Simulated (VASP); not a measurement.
# N2 in VASP: single point with RPBE

Aim: the single point of N2 with RPBE.

Everything below comes from runs of VASP 6.6.1. Logs are shortened: lines on timing, memory, paths and dates and some standing lists are left out, and cuts for length are marked.

## 1. The cell of the first run

The cell holds a molecule in a box, 2 atoms: a = 15.000 Å, b = 15.500 Å, c = 16.000 Å, α = 90.00°, β = 90.00°, γ = 90.00°.

## 2. Single point, RPBE

The input, INCAR:

```
PREC = Accurate
ENCUT = 1000
EDIFF = 1E-6
ISMEAR = 0
SIGMA = 0.005
LREAL = F
LASPH = T
NELM = 120
ALGO = Normal
ISIF = 2
LWAVE = F
LCHARG = F
GGA = RP
ISYM = 0
NBANDS = 12
GGA_COMPAT = F
NELMDL = -8
```

The input, KPOINTS:

```
Automatic mesh
0
Gamma
  1 1 1
```

The input, POSCAR:

```
N
1.0
   15.0000000000      0.0000000000      0.0000000000
    0.0000000000     15.5000000000      0.0000000000
    0.0000000000      0.0000000000     16.0000000000
N
2
Direct
    0.5018658567      0.4990111890      0.4654871560
    0.4981341433      0.5009888110      0.5345128440
```

Potentials or basis: VASP PAW PBE potentials, release 64 (N_h).

The run is started by

```bash
$ cat potpaw_PBE.64/N_h/POTCAR > POTCAR
$ mpirun -np 1 vasp_gam > vasp.out
```

OUTCAR:

```text
PREC = Accurate
   ENCUT = 1000
   EDIFF = 1E-6
   ISMEAR = 0
   LREAL = F
   LASPH = T
   NELM = 120
   ISIF = 2
   GGA = RP
   ISYM = 0
   NELMDL = -8

 ion  position               nearest neighbor table
   1  0.502  0.499  0.465-   2 1.11
   2  0.498  0.501  0.535-   1 1.11

IMPORTANT INFORMATION: All symmetrisations will be switched off!
NOSYMM: (Re-)initialisation of all symmetry stuff for point group C_1.

----------------------------------------------------------------------------------------

                                     Primitive cell

  volume of cell :    3720.0000

  direct lattice vectors                    reciprocal lattice vectors
    15.000000000  0.000000000  0.000000000     0.066666667  0.000000000  0.000000000
     0.000000000 15.500000000  0.000000000     0.000000000  0.064516129  0.000000000
     0.000000000  0.000000000 16.000000000     0.000000000  0.000000000  0.062500000

  length of vectors
    15.000000000 15.500000000 16.000000000     0.066666667  0.064516129  0.062500000

  position of ions in fractional coordinates (direct lattice)
     0.501865857  0.499011189  0.465487156
     0.498134143  0.500988811  0.534512844

  ion indices of the primitive-cell ions
   primitive index   ion index
                 1           1
                 2           2

----------------------------------------------------------------------------------------

 KPOINTS: Automatic mesh

Automatic generation of k-mesh.
 Grid dimensions read from file:
 generate k-points for:    1    1    1

 Generating k-lattice:

  Cartesian coordinates                     Fractional coordinates (reciprocal lattice)
     0.066666667  0.000000000  0.000000000     1.000000000  0.000000000  0.000000000
     0.000000000  0.064516129  0.000000000     0.000000000  1.000000000  0.000000000
     0.000000000  0.000000000  0.062500000     0.000000000  0.000000000  1.000000000

  Length of vectors
     0.066666667  0.064516129  0.062500000

  Shift w.r.t. Gamma in fractional coordinates (k-lattice)
     0.000000000  0.000000000  0.000000000

 Subroutine IBZKPT returns following result:
 ===========================================

 Found      1 irreducible k-points:

 Following reciprocal coordinates:
            Coordinates               Weight
  0.000000  0.000000  0.000000      1.000000
   k-points           NKPTS =      1   k-points in BZ     NKDIM =      1   number of bands    NBANDS=     12
   number of dos      NEDOS =    301   number of ions     NIONS =      2
   total plane-waves  NPLWV = ******
   dimension x,y,z NGX =   160 NGY =  160 NGZ =  168
   dimension x,y,z NGXF=   320 NGYF=  320 NGZF=  336
   ions per type =               2
   NGX,Y,Z   is equivalent  to a cutoff of  17.73, 17.16, 17.46 a.u.
   NGXF,Y,Z  is equivalent  to a cutoff of  35.47, 34.32, 34.91 a.u.
 SYSTEM =  unknown system
   PREC   = accura    normal or accurate (medium, high low for compatibility)
   ISTART =      0    job   : 0-new  1-cont  2-samecut
   ICHARG =      2    charge: 1-file 2-atom 10-const
   ISPIN  =      1    spin polarized calculation?
   LNONCOLLINEAR =      F non collinear calculations
   LSORBIT =      F    spin-orbit coupling
   LASPH  =      T    aspherical Exc in radial PAW
   ENCUT  = 1000.0 eV  73.50 Ry    8.57 a.u.  38.68 39.97 41.25*2*pi/ulx,y,z
   NELM   =    120;   NELMIN=  2; NELMDL= -8     # of ELM steps
   EDIFF  = 0.1E-05   stopping-criterion for ELM
   LREAL  =      F    real-space projection
   EDIFFG = 0.1E-04   stopping-criterion for IOM
   NSW    =      0    number of steps for IOM
   IBRION =     -1    ionic relax: 0-MD 1-quasi-New 2-CG
   NFREE  =      0    steps in history (QN), initial steepest desc. (CG)
   ISIF   =      2    stress and relaxation
   ISYM   =      0    0-nonsym 1-usesym 2-fastsym
   POTIM  = 0.5000    time-step for ionic-motion
   TEBEG  =    0.0;   TEEND  =   0.0 temperature during run
   PSTRESS=    0.0 pullay stress
   NELECT =      10.0000    total number of electrons
   NUPDOWN=      -1.0000    fix difference up-down
   EMIN   =  10.00;   EMAX   =-10.00  energy-range for DOS
   EFERMI =   0.00;   METHOD = LEGACY
   ISMEAR =     0;   SIGMA  =   0.01  broadening in eV -4-tet -1-fermi 0-gaus
   EFERMI_NEDOS =   21; number of points for ismear=-14 and -15
   IALGO  =     38    algorithm
   IMIX   =      4    mixing-type and parameters
     AMIX     =   0.40;   BMIX     =  1.00
     AMIX_MAG =   1.60;   BMIX_MAG =  1.00
  volume/ion in A,a.u.               =    1860.00     12551.90
  Fermi-wavevector in a.u.,A,eV,Ry     =   0.227629  0.430156  0.704984  0.051815
  Thomas-Fermi vector in A             =   1.017343
   LORBIT       =      0    0 simple, 1 ext, 2 COOP (PROOUT), +10 PAW based schemes
   GGA     = RP    functional components
   LHFCALC =     F    Hartree Fock is set to
   AEXX    =    0.0000 exact exchange contribution
   IVDW    =     0    specifies the selected vdW correction
   LEPSILON=     F    determine dielectric tensor
   LRPA    =     F    only Hartree local field effects (RPA)
 non-spin polarized calculation
 Gauss-broadening in eV      SIGMA  =   0.01
  energy-cutoff  :     1000.00
  volume of cell :     3720.00
 maximum number of plane-waves:    133573
 NGX is ok and might be reduce to   160
   NGX = 77   NGY = 79   NGZ = 83

 number of electron      10.0000000 magnetization

 Free energy of the ion-electron system (eV)
  ---------------------------------------------------
  ext. energy  EPLUGINS =         0.00000000
  ---------------------------------------------------
  free energy    TOTEN  =       -16.46427431 eV

  energy without entropy =      -16.46427431  energy(sigma->0) =      -16.46427431

 E-fermi : -10.0922     XC(G=0):  -0.1886

 val. band max:      -10.1591133149   @ k =   0.0000   0.0000   0.0000
 cond. band min:      -1.9252721016   @ k =   0.0000   0.0000   0.0000
 fundamental gap:      8.2338412134
 Fermi energy:       -10.0922275823

 k-point     1 :       0.0000    0.0000    0.0000
  band No.  band energies     occupation
      1     -28.1010      2.00000
      2     -13.5509      2.00000
      3     -11.4423      2.00000
      4     -11.4423      2.00000
      5     -10.1591      2.00000
      6      -1.9253      0.00000
      7      -1.9253      0.00000
      8      -0.1625      0.00000
      9       0.3436      0.00000
     10       0.4657      0.00000
     11       0.4877      0.00000
     12       0.5185      0.00000

------------------------ aborting loop because EDIFF is reached ----------------------------------------

  FORCE on cell =-STRESS in cart. coord.  units (eV):
  Direction    XX          YY          ZZ          XY          YZ          ZX
  --------------------------------------------------------------------------------------
  -------------------------------------------------------------------------------------
  Total       -0.0119940     -0.0121213      0.0180773     -0.0000342      0.0008401     -0.0015230
  in kB       -0.0051658     -0.0052206      0.0077858     -0.0000147      0.0003618     -0.0006559
  external PRESSURE =      -0.0008668 kB  Pullay stress =       0.0000000 kB

 VOLUME and BASIS-vectors are now :
 -----------------------------------------------------------------------------
  energy-cutoff  :     1000.00
  volume of cell :     3720.00
      direct lattice vectors                 reciprocal lattice vectors
    15.000000000  0.000000000  0.000000000     0.066666667  0.000000000  0.000000000
     0.000000000 15.500000000  0.000000000     0.000000000  0.064516129  0.000000000
     0.000000000  0.000000000 16.000000000     0.000000000  0.000000000  0.062500000

 POSITION                                       TOTAL-FORCE (eV/Angst)
 -----------------------------------------------------------------------------------
      7.52799      7.73467      7.44779         0.001387     -0.000721     -0.027678
      7.47201      7.76533      8.55221        -0.001387      0.000721      0.027678
 -----------------------------------------------------------------------------------
    total drift:                               -0.000001      0.000000      0.000009

  FREE ENERGIE OF THE ION-ELECTRON SYSTEM (eV)
  ---------------------------------------------------
  free  energy   TOTEN  =       -16.4642743090 eV

  energy  without entropy=      -16.4642743090  energy(sigma->0) =      -16.46427431
```

Run time: 5 min. Hardware: 1 thread of AMD EPYC 9R45 (Zen 5), shared host; peak memory 5 GiB.

What came out:

```
Free energy                     : -16.4643 eV
Largest force                   : 0.028 eV/Å
Gap between the frontier levels : 8.23 eV
```

Forces in eV/Å, atoms in the order of the input:
```
N    0.001 -0.001 -0.028
N   -0.001  0.001  0.028
```

Levels at points of the mesh, in eV from the valence-band top:
| k point | band 3 | band 4 | band 5 | band 6 | band 7 | band 8 |
| --- | --- | --- | --- | --- | --- | --- |
| (0.00, 0.00, 0.00) | -1.28 | -1.28 | 0.00 | 8.23 | 8.23 | 10.00 |

Caveat: the PAW data sets were made with another functional, which shifts forces and pressure a little.
